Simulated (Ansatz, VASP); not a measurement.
# Two plane-wave programs on SnO

```
CELL_PARAMETERS angstrom
3.82015 0.00030 0.00000
-0.00031 3.82015 0.00000
0.00000 0.00000 22.22608
ATOMIC_POSITIONS crystal
Sn 0.99995 0.99995 0.20246
Sn 0.49995 0.49995 0.30878
Sn 0.87495 0.87495 0.48875
Sn 0.37495 0.37495 0.59507
O 0.99995 0.49995 0.25562
O 0.49995 0.99995 0.25562
O 0.87494 0.37494 0.54191
O 0.37494 0.87494 0.54191
```

Alike in both runs: task single point; functional PBE; dispersion D3(BJ); k mesh 7 × 7 × 1; occupations gaussian, width 0.05 eV; no spin polarisation.

|  | VASP | Ansatz |
| --- | --- | --- |
| version | VASP 6.6.1 | Ansatz 0.2.0 |
| potentials or method | VASP PAW PBE potentials, release 64 (Sn_d, O), cutoff 520 eV | scalar-relativistic, plane waves, PAW |
| valence electrons in the cell | 80 | 80 |

VASP gave:

| Item | Value |
| --- | --- |
| gap on the k mesh at the Fermi level (eV) | 2.53 |
| least direct gap on the mesh (eV) | 2.54 |
| rms of the force components (eV/Å) | 0.056 |

Task: Estimate Ansatz's values.

Result: gap on the k mesh at the Fermi level (eV): 2.54; least direct gap on the mesh (eV): 2.59; rms of the force components (eV/Å): 0.026.
